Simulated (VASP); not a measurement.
# ZrC (Fm-3m) in VASP: a series of runs

The runs below take ZrC through single point, relaxation of cell and atoms, with PBE+D3(BJ).

All numbers are computed with VASP 6.6.1; they aren't measurements. Logs are shortened: lines on timing, memory, paths and dates and some standing lists are left out, and cuts for length are marked.

### 1 The cell of the first run

It takes space group Fm-3m (No. 225, cubic). Conventional cell: a = 4.673 Å, b = 4.673 Å, c = 4.673 Å, α = 90.00°, β = 90.00°, γ = 90.00°. Within 3.1 Å of Zr (site symmetry m-3m) lie 6 C at 2.34 Å. C (site symmetry m-3m) has 6 Zr at 2.34 Å within 3.1 Å.

### 2 Single point, PBE+D3(BJ)

Contents of INCAR:

```
ALGO = Normal
EDIFF = 1E-6
ENCUT = 520
GGA = PE
ISIF = 2
ISMEAR = 0
IVDW = 12
LASPH = True
LCHARG = False
LREAL = False
LWAVE = False
NBANDS = 15
NELM = 100
PREC = Accurate
SIGMA = 0.1
```

Contents of KPOINTS:

```
k-points
0
Gamma
  16 16 16
```

Contents of POSCAR:

```
ZrC
1.0
    0.0000000000      2.3364723205      2.3364723205
    2.3364723205      0.0000000000      2.3364723205
    2.3364723205      2.3364723205      0.0000000000
Zr C
1 1
Direct
    0.5000000000      0.5000000000      0.5000000000
    0.0000000000      0.0000000000      0.0000000000
```

Potentials or basis: VASP PAW PBE potentials, release 64 (Zr_sv, C).

Command:

```
$ cat potpaw_PBE.64/Zr_sv/POTCAR potpaw_PBE.64/C/POTCAR > POTCAR
$ mpirun -np 1 vasp_std > vasp.out
```

OUTCAR:

```text
EDIFF = 1E-6
   ENCUT = 520
   GGA = PE
   ISIF = 2
   ISMEAR = 0
   IVDW = 12
   LASPH = True
   LREAL = False
   NELM = 100
   PREC = Accurate
 IVDW          = 12

 ion  position               nearest neighbor table
   1  0.500  0.500  0.500-   2 2.34   2 2.34   2 2.34   2 2.34   2 2.34   2 2.34
   2  0.000  0.000  0.000-   1 2.34   1 2.34   1 2.34   1 2.34   1 2.34   1 2.34

  LATTYP: Found a face centered cubic cell.
 ALAT       =     4.6729446410

  Lattice vectors:

 A1 = (   0.0000000000,   2.3364723205,   2.3364723205)
 A2 = (   2.3364723205,   0.0000000000,   2.3364723205)
 A3 = (   2.3364723205,   2.3364723205,   0.0000000000)

Analysis of symmetry for initial positions (statically):
=====================================================================
 Subroutine PRICEL returns:
 Original cell was already a primitive cell.

 Routine SETGRP: Setting up the symmetry group for a
 face centered cubic supercell.

 Subroutine GETGRP returns: Found 48 space group operations
 (whereof 48 operations were pure point group operations)
 out of a pool of 48 trial point group operations.

The static configuration has the point symmetry O_h .

Analysis of symmetry for dynamics (positions and initial velocities):
=====================================================================
 Subroutine PRICEL returns:
 Original cell was already a primitive cell.

 Routine SETGRP: Setting up the symmetry group for a
 face centered cubic supercell.

 Subroutine GETGRP returns: Found 48 space group operations
 (whereof 48 operations were pure point group operations)
 out of a pool of 48 trial point group operations.

The dynamic configuration has the point symmetry O_h .

 Subroutine INISYM returns: Found 48 space group operations
 (whereof 48 operations are pure point group operations),
 and found     1 'primitive' translations

----------------------------------------------------------------------------------------

                                     Primitive cell

  volume of cell :      25.5101

  direct lattice vectors                    reciprocal lattice vectors
     0.000000000  2.336472320  2.336472320    -0.213997827  0.213997827  0.213997827
     2.336472320  0.000000000  2.336472320     0.213997827 -0.213997827  0.213997827
     2.336472320  2.336472320  0.000000000     0.213997827  0.213997827 -0.213997827

  length of vectors
     3.304270844  3.304270844  3.304270844     0.370655109  0.370655109  0.370655109

  position of ions in fractional coordinates (direct lattice)
     0.500000000  0.500000000  0.500000000
     0.000000000  0.000000000  0.000000000

  ion indices of the primitive-cell ions
   primitive index   ion index
                 1           1
                 2           2

----------------------------------------------------------------------------------------

 KPOINTS: k-points

Automatic generation of k-mesh.
 Grid dimensions read from file:
 generate k-points for:   16   16   16

 Generating k-lattice:

  Cartesian coordinates                     Fractional coordinates (reciprocal lattice)
    -0.013374864  0.013374864  0.013374864     0.062500000  0.000000000  0.000000000
     0.013374864 -0.013374864  0.013374864     0.000000000  0.062500000  0.000000000
     0.013374864  0.013374864 -0.013374864     0.000000000  0.000000000  0.062500000

  Length of vectors
     0.023165944  0.023165944  0.023165944

  Shift w.r.t. Gamma in fractional coordinates (k-lattice)
     0.000000000  0.000000000  0.000000000

 Subroutine IBZKPT returns following result:
 ===========================================

 Found    145 irreducible k-points:

 Following reciprocal coordinates:
            Coordinates               Weight
  0.000000  0.000000  0.000000      1.000000
  0.062500  0.000000  0.000000      8.000000
  0.125000  0.000000  0.000000      8.000000
  0.187500  0.000000  0.000000      8.000000
  0.250000  0.000000  0.000000      8.000000
  0.312500  0.000000  0.000000      8.000000
[... 16 lines left out ...]
 -0.125000  0.062500  0.000000     24.000000
 -0.062500  0.062500  0.000000     12.000000
 [... further k-points ...]
   k-points           NKPTS =    145   k-points in BZ     NKDIM =    145   number of bands    NBANDS=     15
   number of dos      NEDOS =    301   number of ions     NIONS =      2
   total plane-waves  NPLWV =  21952
   dimension x,y,z NGX =    28 NGY =   28 NGZ =   28
   dimension x,y,z NGXF=    56 NGYF=   56 NGZF=   56
   ions per type =               1   1
   NGX,Y,Z   is equivalent  to a cutoff of  14.09, 14.09, 14.09 a.u.
   NGXF,Y,Z  is equivalent  to a cutoff of  28.17, 28.17, 28.17 a.u.
 SYSTEM =  unknown system
   PREC   = accura    normal or accurate (medium, high low for compatibility)
   ISTART =      0    job   : 0-new  1-cont  2-samecut
   ICHARG =      2    charge: 1-file 2-atom 10-const
   ISPIN  =      1    spin polarized calculation?
   LNONCOLLINEAR =      F non collinear calculations
   LSORBIT =      F    spin-orbit coupling
   LASPH  =      T    aspherical Exc in radial PAW
   ENCUT  =  520.0 eV  38.22 Ry    6.18 a.u.   6.14  6.14  6.14*2*pi/ulx,y,z
   NELM   =    100;   NELMIN=  2; NELMDL= -5     # of ELM steps
   EDIFF  = 0.1E-05   stopping-criterion for ELM
   LREAL  =      F    real-space projection
   EDIFFG = 0.1E-04   stopping-criterion for IOM
   NSW    =      0    number of steps for IOM
   IBRION =     -1    ionic relax: 0-MD 1-quasi-New 2-CG
   NFREE  =      0    steps in history (QN), initial steepest desc. (CG)
   ISIF   =      2    stress and relaxation
   ISYM   =      2    0-nonsym 1-usesym 2-fastsym
   POTIM  = 0.5000    time-step for ionic-motion
   TEBEG  =    0.0;   TEEND  =   0.0 temperature during run
   PSTRESS=    0.0 pullay stress
   NELECT =      16.0000    total number of electrons
   NUPDOWN=      -1.0000    fix difference up-down
   EMIN   =  10.00;   EMAX   =-10.00  energy-range for DOS
   EFERMI =   0.00;   METHOD = LEGACY
   ISMEAR =     0;   SIGMA  =   0.10  broadening in eV -4-tet -1-fermi 0-gaus
   EFERMI_NEDOS =   21; number of points for ismear=-14 and -15
   IALGO  =     38    algorithm
   IMIX   =      4    mixing-type and parameters
     AMIX     =   0.40;   BMIX     =  1.00
     AMIX_MAG =   1.60;   BMIX_MAG =  1.00
  volume/ion in A,a.u.               =      12.76        86.08
  Fermi-wavevector in a.u.,A,eV,Ry     =   1.401342  2.648153 26.718575  1.963760
  Thomas-Fermi vector in A             =   2.524213
   LORBIT       =      0    0 simple, 1 ext, 2 COOP (PROOUT), +10 PAW based schemes
   GGA     = PE    functional components
   LHFCALC =     F    Hartree Fock is set to
   AEXX    =    0.0000 exact exchange contribution
   IVDW    =    12    specifies the selected vdW correction
   LEPSILON=     F    determine dielectric tensor
   LRPA    =     F    only Hartree local field effects (RPA)
 non-spin polarized calculation
 Gauss-broadening in eV      SIGMA  =   0.10
  energy-cutoff  :      520.00
  volume of cell :       25.51
 maximum number of plane-waves:       701
 NGX is ok and might be reduce to    28
   NGX = 13   NGY = 13   NGZ = 13

 number of electron      16.0000000 magnetization

 Free energy of the ion-electron system (eV)
  ---------------------------------------------------
  ext. energy  EPLUGINS =         0.00000000
  ---------------------------------------------------
  free energy    TOTEN  =       -19.45132680 eV

  energy without entropy =      -19.44951826  energy(sigma->0) =      -19.45042253

 E-fermi :   9.8052     XC(G=0): -12.2205

 val. band max:        9.7891561784   @ k =   0.3125   0.2500   0.0000
 cond. band min:       9.8287405243   @ k =   0.4375   0.4375   0.0000
 fundamental gap:      0.0395843459
 Fermi energy:         9.8051771631

 k-point     1 :       0.0000    0.0000    0.0000
  band No.  band energies     occupation
      1     -38.2201      2.00000
      2     -15.9186      2.00000
      3     -15.9186      2.00000
      4     -15.9186      2.00000
      5      -1.5519      2.00000
      6      10.7554      0.00000
      7      10.7554      0.00000
      8      10.7554      0.00000
      9      10.9171      0.00000
     10      10.9171      0.00000
     11      10.9171      0.00000
     12      12.6805      0.00000
     13      12.6805      0.00000
     14      17.3276      0.00000
     15      20.3144      0.00000

 k-point     2 :       0.0625    0.0000    0.0000
  band No.  band energies     occupation
      1     -38.2159      2.00000
      2     -15.9561      2.00000
      3     -15.9218      2.00000
      4     -15.9218      2.00000
      5      -1.4599      2.00000
      6      10.0044      0.00484
      7      10.2047      0.00000
      8      10.2047      0.00000
      9      11.1349      0.00000
     10      11.1349      0.00000
     11      11.4638      0.00000
     12      13.2019      0.00000
     13      13.2019      0.00000
     14      17.5208      0.00000
     15      20.5661      0.00000

 k-point     3 :       0.1250    0.0000    0.0000
  band No.  band energies     occupation
      1     -38.2041      2.00000
      2     -16.0616      2.00000
      3     -15.9309      2.00000
      4     -15.9309      2.00000
      5      -1.1939      2.00000
      6       9.0439      2.00000
      7       9.4128      2.00000
      8       9.4128      2.00000
      9      11.4295      0.00000
     10      11.4295      0.00000
     11      11.8983      0.00000
     12      14.2555      0.00000
     13      14.2555      0.00000
     14      18.0229      0.00000
     15      21.2597      0.00000

 k-point     4 :       0.1875    0.0000    0.0000
  band No.  band energies     occupation
      1     -38.1864      2.00000
      2     -16.2156      2.00000
      3     -15.9446      2.00000
      4     -15.9446      2.00000
      5      -0.7804      2.00000
      6       8.0348      2.00000
      7       8.6616      2.00000
      8       8.6616      2.00000
      9      11.8611      0.00000
     10      11.8611      0.00000
     11      12.2525      0.00000
     12      15.4674      0.00000
     13      15.4674      0.00000
     14      18.6370      0.00000
     15      22.2007      0.00000
[... 307 lines left out ...]
 k-point    22 :      -0.1875    0.0625    0.0000
  band No.  band energies     occupation
      1     -38.1766      2.00000
      2     -16.2794      2.00000
      3     -15.9858      2.00000
      4     -15.9373      2.00000
      5      -0.5605      2.00000
      6       7.5633      2.00000
      7       8.2148      2.00000
      8       8.5758      2.00000
      9      11.7544      0.00000
     10      12.2497      0.00000
     11      12.7887      0.00000
     12      15.1740      0.00000
     13      16.5919      0.00000
     14      18.9765      0.00000
     15      22.6589      0.00000

 k-point    23 :      -0.1250    0.0625    0.0000
  band No.  band energies     occupation
      1     -38.1955      2.00000
      2     -16.1225      2.00000
      3     -15.9646      2.00000
      4     -15.9257      2.00000
      5      -1.0013      2.00000
      6       8.5135      2.00000
      7       8.8826      2.00000
      8       9.1925      2.00000
      9      11.3219      0.00000
     10      11.9850      0.00000
     11      12.2641      0.00000
     12      14.0827      0.00000
     13      15.3537      0.00000
     14      18.3980      0.00000
     15      21.7429      0.00000

 k-point    24 :      -0.0625    0.0625    0.0000
  band No.  band energies     occupation
      1     -38.2092      2.00000
      2     -16.0079      2.00000
      3     -15.9421      2.00000
      4     -15.9202      2.00000
      5      -1.3115      2.00000
      6       9.4141      2.00000
      7       9.6231      1.98996
      8       9.7721      1.36035
      9      11.0630      0.00000
     10      11.6988      0.00000
     11      11.7761      0.00000
     12      13.3171      0.00000
     13      14.1854      0.00000
     14      17.8314      0.00000
     15      20.9644      0.00000

 [... further k-points ...]

------------------------ aborting loop because EDIFF is reached ----------------------------------------

 Edisp (eV)   -0.81420

 E8    (eV) :    -0.3766

  FORCE on cell =-STRESS in cart. coord.  units (eV):
  Direction    XX          YY          ZZ          XY          YZ          ZX
  --------------------------------------------------------------------------------------
  -------------------------------------------------------------------------------------
  Total       0.03706     0.03706     0.03706     0.00000     0.00000    -0.00000
  in kB       2.32754     2.32754     2.32754     0.00000     0.00000    -0.00000
  external pressure =        2.33 kB  Pullay stress =        0.00 kB

 VOLUME and BASIS-vectors are now :
 -----------------------------------------------------------------------------
  energy-cutoff  :      520.00
  volume of cell :       25.51
      direct lattice vectors                 reciprocal lattice vectors
     0.000000000  2.336472320  2.336472320    -0.213997827  0.213997827  0.213997827
     2.336472320  0.000000000  2.336472320     0.213997827 -0.213997827  0.213997827
     2.336472320  2.336472320  0.000000000     0.213997827  0.213997827 -0.213997827

 POSITION                                       TOTAL-FORCE (eV/Angst)
 -----------------------------------------------------------------------------------
      2.33647      2.33647      2.33647         0.000000      0.000000      0.000000
      0.00000      0.00000      0.00000        -0.000000     -0.000000     -0.000000
 -----------------------------------------------------------------------------------
    total drift:                                0.000000      0.000000      0.000000

  FREE ENERGIE OF THE ION-ELECTRON SYSTEM (eV)
  ---------------------------------------------------
  free  energy   TOTEN  =       -20.2655252654 eV

  energy  without entropy=      -20.2637167344  energy(sigma->0) =      -20.26462100
```

Run time: 4 min. Hardware: 1 thread of AMD EPYC, shared host; peak memory 0.18 GiB.

What came out:

| Quantity | Value |
| --- | --- |
| Free energy | -20.2655 eV |
| Pressure | 0.2 GPa |
| Band gap on the k mesh | zero (bands 8 and 9 overlap by 1.31 eV) |
| Dispersion energy per atom | -0.407 eV |

Levels at points of the mesh, in eV from the Fermi level:
```csv
k point,band 4,band 5,band 6,band 7,band 8,band 9,band 10,band 11,band 12,band 13
"(0.00, 0.00, 0.00)",-25.72,-11.36,0.95,0.95,0.95,1.11,1.11,1.11,2.88,2.88
"(0.50, 0.00, 0.00)",-25.81,-8.20,-5.35,-2.98,-2.98,4.61,4.61,5.45,6.62,10.36
"(0.50, 0.50, 0.00)",-26.03,-10.21,-2.02,-1.80,0.09,0.09,4.56,5.80,5.80,8.22
```

### 3 Relaxation of cell and atoms, PBE+D3(BJ)

This run uses another cell than the first one, of 12.98 Å³/atom.

Contents of INCAR:

```
SYSTEM = ZrC
PREC = Accurate
ENCUT = 600
EDIFF = 1E-7
ISMEAR = 0
SIGMA = 0.1
LREAL = .False.
LASPH = .True.
NELM = 60
ALGO = Normal
ISIF = 3
LWAVE = .False.
LCHARG = .False.
GGA = PE
IVDW = 12
IBRION = 2
NSW = 100
EDIFFG = -0.005
```

Contents of KPOINTS:

```
regular mesh
0
Gamma
  16 16 16
  0 0 0
```

Contents of POSCAR:

```
ZrC
1.0
    0.0000000000      2.3502100000      2.3502100000
    2.3502100000      0.0000000000      2.3502100000
    2.3502100000      2.3502100000      0.0000000000
Zr C
1 1
Direct
    0.5000000000      0.5000000000      0.5000000000
    0.0000000000      0.0000000000      0.0000000000
```

Potentials or basis: VASP PAW PBE potentials, release 64 (Zr_sv, C).

Command:

```
$ cat potpaw_PBE.64/Zr_sv/POTCAR potpaw_PBE.64/C/POTCAR > POTCAR
$ mpirun -np 1 vasp_std > vasp.out
```

Wall time 7.3 min (1 thread of AMD EPYC, shared host); peak memory 0.19 GiB.

It converged, with:

```
Free energy                           : -20.2670 eV
Relaxed volume                        : 12.76 Å³/atom
Relaxed cell                          : a = 3.305 Å, b = 3.305 Å, c = 3.305 Å, α = 60.00°, β = 60.00°, γ = 60.00°
Space group after relaxing (to 0.1 Å) : Fm-3m (No. 225)
Energy gained by relaxing             : 2.6 meV/atom
Ionic steps                           : 3
Pressure after relaxing               : 0.0 GPa
Band gap on the k mesh                : zero (bands 8 and 9 overlap by 1.31 eV)
Dispersion energy per atom            : -0.407 eV
```

Step by step:
```
step  energy change (eV)  largest force (eV/Å)  pressure (GPa)  volume (Å³)
   1              0.0000                0.0000           -3.80        25.96
   2              0.0094                0.0000            6.85        24.82
   3             -0.0053                0.0000           -0.02        25.53
```

Final structure:
```xyz
2
Lattice="0.0000 2.3370 2.3370 2.3370 0.0000 2.3370 2.3370 2.3370 0.0000" Properties=species:S:1:pos:R:3 pbc="T T T"
Zr    2.3370    2.3370    2.3370
C     0.0000    0.0000    0.0000
```

Levels at points of the mesh, in eV from the Fermi level:
| k point | band 6 | band 7 | band 8 | band 9 | band 10 | band 11 |
| --- | --- | --- | --- | --- | --- | --- |
| (0.00, 0.00, 0.00) | 0.95 | 0.95 | 0.95 | 1.11 | 1.11 | 1.11 |
| (0.50, 0.00, 0.00) | -5.35 | -2.98 | -2.98 | 4.60 | 4.60 | 5.45 |
| (0.50, 0.50, 0.00) | -2.02 | -1.80 | 0.09 | 0.09 | 4.55 | 5.80 |
